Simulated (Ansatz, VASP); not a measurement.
**CoO: VASP beside Ansatz**

INCAR

```
SYSTEM = CoO
PREC = Accurate
ENCUT = 700
EDIFF = 1E-6
ISMEAR = 0
SIGMA = 0.05
LREAL = .FALSE.
LASPH = .TRUE.
NELM = 200
ALGO = Normal
ISIF = 2
LWAVE = .FALSE.
LCHARG = .FALSE.
ISPIN = 2
MAGMOM = 3 -3 0 0
LORBIT = 11
LMAXMIX = 4
LDAU = .TRUE.
LDAUTYPE = 2
LDAUL = 2 -1
LDAUU = 3.3 0
LDAUJ = 0 0
LDAUPRINT = 1
GGA = PE
NBANDS = 35
GGA_COMPAT = .FALSE.
```

The input KPOINTS:

```
Automatic mesh
0
G
  8 8 6
  0 0 0
```

POSCAR

```
CoO
1.0
    0.0000000000      2.1628257023     -2.1628257023
    0.0000000000      2.1628257023      2.1628257023
    4.3256514046      0.0000000000      0.0000000000
Co O
2 2
Direct
    0.0000000000      0.0000000000      0.0000000000
    0.5000000000      0.5000000000      0.5000000000
    0.0000000000      1.0000000000      0.5000000000
    0.5000000000      1.5000000000      1.0000000000
```

Input for Ansatz:

```yaml
crystal:
  lattice:
    - [0.0, 2.1628257023, -2.1628257023]
    - [0.0, 2.1628257023, 2.1628257023]
    - [4.3256514046, 0.0, 0.0]
  atoms:
    - { symbol: Co, position: [0.0, 0.0, 0.0], spin: 3.0 }
    - { symbol: O, position: [0.0, 1.0, 0.5] }
    - { symbol: Co, position: [0.5, 0.5, 0.5], spin: -3.0 }
    - { symbol: O, position: [0.5, 1.5, 1.0] }
basis:
  ecutwfc: 420
  ecutrho_ratio: 4
kpoints:
  mp_grid: { grid: [8, 8, 6] }
hamiltonian:
  xc: pbe
  hubbard: { sites: [{ species: Co, l: d, u_eff: 3.3 }] }
scf:
  occupations: { method: gaussian, width: 0.05 }
  lower_state_search: "off"
output:
  forces: true
  stress: true
  eigenvalues: true
  populations: true
  hubbard: { sites: [{ species: Co, l: d }] }
magnetization:
  spin_polarized: true
checkpoint:
  read: start.run
  write: ck
  compress: false
  write_wavefunctions: false
  write_every: 100000
```

Alike in both runs: task single point; functional PBE; k mesh 8 × 8 × 6; occupations gaussian, width 0.05 eV; collinear spin; Hubbard terms Co d U = 3.3 eV.

|  | VASP | Ansatz |
| --- | --- | --- |
| version | VASP 6.6.1 | Ansatz 0.2.0 |
| potentials or method | VASP PAW PBE potentials, release 64 (Co_sv, O), cutoff 700 eV | scalar-relativistic, plane waves, PAW |
| valence electrons in the cell | 46 | 46 |

```csv
,VASP,Ansatz,Ansatz less VASP
gap on the k mesh at the Fermi level (eV),0.18,1.30,+1.121
least direct gap on the mesh (eV),1.18,2.21,+1.027
pressure (GPa),-2.1,0.2,+2.35
net moment per atom (μB),0.00,0.00,0.000
size of the moment on the site where the two differ most (μB),2.67,2.61,-0.062
```

Site moments also hang on the region over which each program counts them. The programs project onto different local orbitals, so the same U acts differently, and such runs can settle in different states.
